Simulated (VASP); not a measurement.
# WSe2 (P-3m1) in VASP: single point with PBEsol

Aim: the single point of WSe2 with PBEsol.

Program: VASP 6.6.1. These are calculated values, not measurements. Logs are shortened: lines on timing, memory, paths and dates and some standing lists are left out, and cuts for length are marked.

### Step 1. The cell of the first run

The structure is trigonal, space group P-3m1 (No. 164). The conventional cell has a = 3.271 Å, b = 3.271 Å, c = 13.071 Å, α = 90.00°, β = 90.00°, γ = 120.00°. W (site symmetry 3m) has 6 Se at 2.52 Å and 6 W at 3.27 Å within 3.3 Å. Within 3.3 Å of Se (site symmetry 3m) lie 3 W at 2.52 Å and 6 Se at 3.27 Å. Se (site symmetry 3m) has 3 W at 2.52 Å and 6 Se at 3.27 Å within 3.3 Å.

### Step 2. Single point, PBEsol

Contents of INCAR:

```
  ALGO = Normal
  EDIFF = 1E-7
  ENCUT = 520
  GGA = PS
  ISIF = 2
  ISMEAR = 0
  LASPH = True
  LCHARG = False
  LREAL = False
  LWAVE = False
  NBANDS = 35
  NELM = 80
  PREC = Accurate
  SIGMA = 0.05
```

Contents of KPOINTS:

```
k-points
0
Gamma
  9 9 2
```

Contents of POSCAR:

```
WSe2
1.0
   -3.2711504052      0.0000000000      0.0000000000
   -1.6355752026     -2.8328993505      0.0000000000
    0.0000000000      0.0000000000     13.0706689562
W Se
2 4
Direct
    0.3333333333      0.3333333333      0.7586070576
    0.6666666667      0.6666666667      0.2528690192
    0.3333333333      0.3333333333      0.1248021704
    0.6666666667      0.6666666667      0.6305402088
    0.3333333333      0.3333333333      0.3809358680
    0.6666666667      0.6666666667      0.8866739064
```

Potentials or basis: VASP PAW PBE potentials, release 64 (W_sv, Se).

Command:

```console
$ cat potpaw_PBE.64/W_sv/POTCAR potpaw_PBE.64/Se/POTCAR > POTCAR
$ mpirun -np 1 vasp_std > vasp.out
```

OUTCAR:

```text
EDIFF = 1E-7
   ENCUT = 520
   GGA = PS
   ISIF = 2
   ISMEAR = 0
   LASPH = True
   LREAL = False
   NELM = 80
   PREC = Accurate

 ion  position               nearest neighbor table
   1  0.333  0.333  0.759-   6 2.52   4 2.52   6 2.52   4 2.52   6 2.52   4 2.52
   2  0.667  0.667  0.253-   3 2.52   5 2.52   3 2.52   5 2.52   3 2.52   5 2.52
   3  0.333  0.333  0.125-   2 2.52   2 2.52   2 2.52
   4  0.667  0.667  0.631-   1 2.52   1 2.52   1 2.52
   5  0.333  0.333  0.381-   2 2.52   2 2.52   2 2.52
   6  0.667  0.667  0.887-   1 2.52   1 2.52   1 2.52

  LATTYP: Found a hexagonal cell.
 ALAT       =     3.2711504052
 C/A-ratio  =     3.9957407447

  Lattice vectors:

 A1 = (   1.6355752026,   2.8328993505,   0.0000000000)
 A2 = (  -3.2711504052,   0.0000000000,   0.0000000000)
 A3 = (   0.0000000000,   0.0000000000,  13.0706689562)

Analysis of symmetry for initial positions (statically):
=====================================================================
 Subroutine PRICEL returns:
 Original cell was already a primitive cell.

 Routine SETGRP: Setting up the symmetry group for a
 hexagonal supercell.

 Subroutine GETGRP returns: Found 12 space group operations
 (whereof  6 operations were pure point group operations)
 out of a pool of 24 trial point group operations.

The static configuration has the point symmetry C_3v.
 The point group associated with its full space group is D_3d.

Analysis of symmetry for dynamics (positions and initial velocities):
=====================================================================
 Subroutine PRICEL returns:
 Original cell was already a primitive cell.

 Routine SETGRP: Setting up the symmetry group for a
 hexagonal supercell.

 Subroutine GETGRP returns: Found 12 space group operations
 (whereof  6 operations were pure point group operations)
 out of a pool of 24 trial point group operations.

The dynamic configuration has the point symmetry C_3v.
 The point group associated with its full space group is D_3d.

 Subroutine INISYM returns: Found 12 space group operations
 (whereof  6 operations are pure point group operations),
 and found     1 'primitive' translations

----------------------------------------------------------------------------------------

                                     Primitive cell

  volume of cell :     121.1238

  direct lattice vectors                    reciprocal lattice vectors
    -3.271150405  0.000000000  0.000000000    -0.305702849  0.176497622  0.000000000
    -1.635575203 -2.832899350  0.000000000     0.000000000 -0.352995245  0.000000000
     0.000000000  0.000000000 13.070668956     0.000000000  0.000000000  0.076507178

  length of vectors
     3.271150405  3.271150405 13.070668956     0.352995245  0.352995245  0.076507178

  position of ions in fractional coordinates (direct lattice)
     0.333333333  0.333333333  0.758607058
     0.666666667  0.666666667  0.252869019
     0.333333333  0.333333333  0.124802170
     0.666666667  0.666666667  0.630540209
     0.333333333  0.333333333  0.380935868
     0.666666667  0.666666667  0.886673906

  ion indices of the primitive-cell ions
   primitive index   ion index
                 1           1
                 2           2
                 3           3
                 4           4
                 5           5
                 6           6

----------------------------------------------------------------------------------------

 KPOINTS: k-points

Automatic generation of k-mesh.
 Grid dimensions read from file:
 generate k-points for:    9    9    2

 Generating k-lattice:

  Cartesian coordinates                     Fractional coordinates (reciprocal lattice)
    -0.033966983  0.019610847  0.000000000     0.111111111  0.000000000  0.000000000
     0.000000000 -0.039221694  0.000000000     0.000000000  0.111111111  0.000000000
     0.000000000  0.000000000  0.038253589     0.000000000  0.000000000  0.500000000

  Length of vectors
     0.039221694  0.039221694  0.038253589

  Shift w.r.t. Gamma in fractional coordinates (k-lattice)
     0.000000000  0.000000000  0.000000000

 Subroutine IBZKPT returns following result:
 ===========================================

 Found     24 irreducible k-points:

 Following reciprocal coordinates:
            Coordinates               Weight
  0.000000  0.000000  0.000000      1.000000
  0.111111 -0.000000  0.000000      6.000000
  0.222222 -0.000000  0.000000      6.000000
  0.333333  0.000000  0.000000      6.000000
  0.444444 -0.000000  0.000000      6.000000
  0.222222  0.111111  0.000000      6.000000
[... 16 lines left out ...]
 -0.444444  0.222222  0.500000     12.000000
 -0.333333  0.333333  0.500000      2.000000
   k-points           NKPTS =     24   k-points in BZ     NKDIM =     24   number of bands    NBANDS=     35
   number of dos      NEDOS =    301   number of ions     NIONS =      6
   total plane-waves  NPLWV =  56448
   dimension x,y,z NGX =    24 NGY =   24 NGZ =   98
   dimension x,y,z NGXF=    48 NGYF=   48 NGZF=  196
   ions per type =               2   4
   NGX,Y,Z   is equivalent  to a cutoff of  12.20, 12.20, 12.46 a.u.
   NGXF,Y,Z  is equivalent  to a cutoff of  24.39, 24.39, 24.93 a.u.
 SYSTEM =  unknown system
   PREC   = accura    normal or accurate (medium, high low for compatibility)
   ISTART =      0    job   : 0-new  1-cont  2-samecut
   ICHARG =      2    charge: 1-file 2-atom 10-const
   ISPIN  =      1    spin polarized calculation?
   LNONCOLLINEAR =      F non collinear calculations
   LSORBIT =      F    spin-orbit coupling
   LASPH  =      T    aspherical Exc in radial PAW
   ENCUT  =  520.0 eV  38.22 Ry    6.18 a.u.   6.08  6.08 24.30*2*pi/ulx,y,z
   NELM   =     80;   NELMIN=  2; NELMDL= -5     # of ELM steps
   EDIFF  = 0.1E-06   stopping-criterion for ELM
   LREAL  =      F    real-space projection
   EDIFFG = 0.1E-05   stopping-criterion for IOM
   NSW    =      0    number of steps for IOM
   IBRION =     -1    ionic relax: 0-MD 1-quasi-New 2-CG
   NFREE  =      0    steps in history (QN), initial steepest desc. (CG)
   ISIF   =      2    stress and relaxation
   ISYM   =      2    0-nonsym 1-usesym 2-fastsym
   POTIM  = 0.5000    time-step for ionic-motion
   TEBEG  =    0.0;   TEEND  =   0.0 temperature during run
   PSTRESS=    0.0 pullay stress
   NELECT =      52.0000    total number of electrons
   NUPDOWN=      -1.0000    fix difference up-down
   EMIN   =  10.00;   EMAX   =-10.00  energy-range for DOS
   EFERMI =   0.00;   METHOD = LEGACY
   ISMEAR =     0;   SIGMA  =   0.05  broadening in eV -4-tet -1-fermi 0-gaus
   EFERMI_NEDOS =   21; number of points for ismear=-14 and -15
   IALGO  =     38    algorithm
   IMIX   =      4    mixing-type and parameters
     AMIX     =   0.40;   BMIX     =  1.00
     AMIX_MAG =   1.60;   BMIX_MAG =  1.00
  volume/ion in A,a.u.               =      20.19       136.23
  Fermi-wavevector in a.u.,A,eV,Ry     =   1.234998  2.333807 20.751866  1.525219
  Thomas-Fermi vector in A             =   2.369665
   LORBIT       =      0    0 simple, 1 ext, 2 COOP (PROOUT), +10 PAW based schemes
   GGA     = PS    functional components
   LHFCALC =     F    Hartree Fock is set to
   AEXX    =    0.0000 exact exchange contribution
   IVDW    =     0    specifies the selected vdW correction
   LEPSILON=     F    determine dielectric tensor
   LRPA    =     F    only Hartree local field effects (RPA)
 non-spin polarized calculation
 Gauss-broadening in eV      SIGMA  =   0.05
  energy-cutoff  :      520.00
  volume of cell :      121.12
 maximum number of plane-waves:      3300
   NGX = 13   NGY = 13   NGZ = 49

 number of electron      52.0000004 magnetization

 Free energy of the ion-electron system (eV)
  ---------------------------------------------------
  ext. energy  EPLUGINS =         0.00000000
  ---------------------------------------------------
  free energy    TOTEN  =       -46.54679573 eV

  energy without entropy =      -46.54679573  energy(sigma->0) =      -46.54679573

 E-fermi :   6.3442     XC(G=0): -10.9127

 val. band max:        6.1259154856   @ k =   0.0000   0.0000   0.0000
 cond. band min:       7.1998650639   @ k =   0.3333   0.1111   0.0000
 fundamental gap:      1.0739495784
 Fermi energy:         6.3441794372

 k-point     1 :       0.0000    0.0000    0.0000
  band No.  band energies     occupation
      1     -68.0930      2.00000
      2     -68.0930      2.00000
      3     -32.3582      2.00000
      4     -32.3581      2.00000
      5     -32.2090      2.00000
      6     -32.2090      2.00000
[... 27 lines left out ...]
     34       9.1765      0.00000
     35      10.6710      0.00000

 k-point     2 :       0.1111   -0.0000    0.0000
  band No.  band energies     occupation
      1     -68.0917      2.00000
      2     -68.0917      2.00000
      3     -32.3525      2.00000
      4     -32.3525      2.00000
      5     -32.2386      2.00000
      6     -32.2386      2.00000
[... 27 lines left out ...]
     34       9.2643      0.00000
     35      11.6468      0.00000

 k-point     3 :       0.2222   -0.0000    0.0000
  band No.  band energies     occupation
      1     -68.0883      2.00000
      2     -68.0883      2.00000
      3     -32.3381      2.00000
      4     -32.3380      2.00000
      5     -32.3131      2.00000
      6     -32.3131      2.00000
[... 27 lines left out ...]
     34       9.9058      0.00000
     35      12.4789      0.00000

 k-point     4 :       0.3333    0.0000    0.0000
  band No.  band energies     occupation
      1     -68.0846      2.00000
      2     -68.0845      2.00000
      3     -32.3966      2.00000
      4     -32.3966      2.00000
      5     -32.3216      2.00000
      6     -32.3216      2.00000
[... 27 lines left out ...]
     34      10.3806      0.00000
     35      11.5645      0.00000

 k-point     5 :       0.4444   -0.0000    0.0000
  band No.  band energies     occupation
      1     -68.0821      2.00000
      2     -68.0820      2.00000
      3     -32.4504      2.00000
      4     -32.4504      2.00000
      5     -32.3108      2.00000
      6     -32.3108      2.00000
[... 638 lines left out ...]
 k-point    22 :       0.4444    0.2222    0.5000
  band No.  band energies     occupation
      1     -68.0829      2.00000
      2     -68.0829      2.00000
      3     -32.4014      2.00000
      4     -32.4014      2.00000
      5     -32.3144      2.00000
      6     -32.3144      2.00000
[... 27 lines left out ...]
     34      10.4818      0.00000
     35      12.4368      0.00000

 k-point    23 :      -0.4444    0.2222    0.5000
  band No.  band energies     occupation
      1     -68.0810      2.00000
      2     -68.0810      2.00000
      3     -32.4208      2.00000
      4     -32.4208      2.00000
      5     -32.3263      2.00000
      6     -32.3263      2.00000
[... 27 lines left out ...]
     34      10.4820      0.00000
     35      11.7619      0.00000

 k-point    24 :      -0.3333    0.3333    0.5000
  band No.  band energies     occupation
      1     -68.0803      2.00000
      2     -68.0803      2.00000
      3     -32.3955      2.00000
      4     -32.3955      2.00000
      5     -32.3697      2.00000
      6     -32.3697      2.00000
[... 27 lines left out ...]
     34      10.5876      0.00000
     35      12.2937      0.00000

------------------------ aborting loop because EDIFF is reached ----------------------------------------

  FORCE on cell =-STRESS in cart. coord.  units (eV):
  Direction    XX          YY          ZZ          XY          YZ          ZX
  --------------------------------------------------------------------------------------
  -------------------------------------------------------------------------------------
  Total        0.3225647      0.3225647      0.6458654      0.0000000     -0.0000000      0.0000000
  in kB        4.2667572      4.2667572      8.5432506      0.0000000     -0.0000000      0.0000000
  external PRESSURE =       5.6922550 kB  Pullay stress =       0.0000000 kB

 VOLUME and BASIS-vectors are now :
 -----------------------------------------------------------------------------
  energy-cutoff  :      520.00
  volume of cell :      121.12
      direct lattice vectors                 reciprocal lattice vectors
    -3.271150405  0.000000000  0.000000000    -0.305702849  0.176497622  0.000000000
    -1.635575203 -2.832899350  0.000000000     0.000000000 -0.352995245  0.000000000
     0.000000000  0.000000000 13.070668956     0.000000000  0.000000000  0.076507178

 POSITION                                       TOTAL-FORCE (eV/Angst)
 -----------------------------------------------------------------------------------
     -1.63558     -0.94430      9.91550         0.000000      0.000000     -0.017240
     -3.27115     -1.88860      3.30517        -0.000000     -0.000000      0.017240
     -1.63558     -0.94430      1.63125        -0.000000     -0.000000     -0.034551
     -3.27115     -1.88860      8.24158        -0.000000     -0.000000     -0.064719
     -1.63558     -0.94430      4.97909         0.000000      0.000000      0.064719
     -3.27115     -1.88860     11.58942        -0.000000      0.000000      0.034551
 -----------------------------------------------------------------------------------
    total drift:                               -0.000000     -0.000000      0.000012

  FREE ENERGIE OF THE ION-ELECTRON SYSTEM (eV)
  ---------------------------------------------------
  free  energy   TOTEN  =       -46.5467957267 eV

  energy  without entropy=      -46.5467957267  energy(sigma->0) =      -46.54679573
```

Wall time 39 s (1 thread of Intel Xeon 6975P-C (Granite Rapids), shared host); peak memory 0.27 GiB.

Results:

```
Free energy            : -46.5468 eV
Pressure               : 0.6 GPa
Largest force          : 0.065 eV/Å
Band gap on the k mesh : 1.07 eV, indirect (least direct gap 1.58 eV)
```

Forces in eV/Å, atoms in the order of the input:
```
W    0.000  0.000 -0.017
W    0.000  0.000  0.017
Se   0.000  0.000 -0.035
Se   0.000  0.000 -0.065
Se   0.000  0.000  0.065
Se   0.000  0.000  0.035
```

Levels at points of the mesh, in eV from the valence-band top:
```tsv
k point	band 22	band 23	band 24	band 25	band 26	band 27	band 28	band 29	band 30	band 31
(0.00, 0.00, 0.00)	-1.43	-1.43	-1.14	-1.12	0.00	2.74	2.74	2.79	2.79	2.86
(0.00, 0.00, 0.50)	-1.46	-1.45	-1.45	-0.29	-0.19	2.74	2.74	2.76	2.76	2.96
```

Caveat: the PAW data sets were made with another functional, which shifts forces and pressure a little; spin-orbit coupling is left out, which moves the levels of the heavy elements; this functional lacks dispersion, which binds the layers, so the pressure and a relaxed spacing across them are unreliable. A k mesh can miss the band edges.
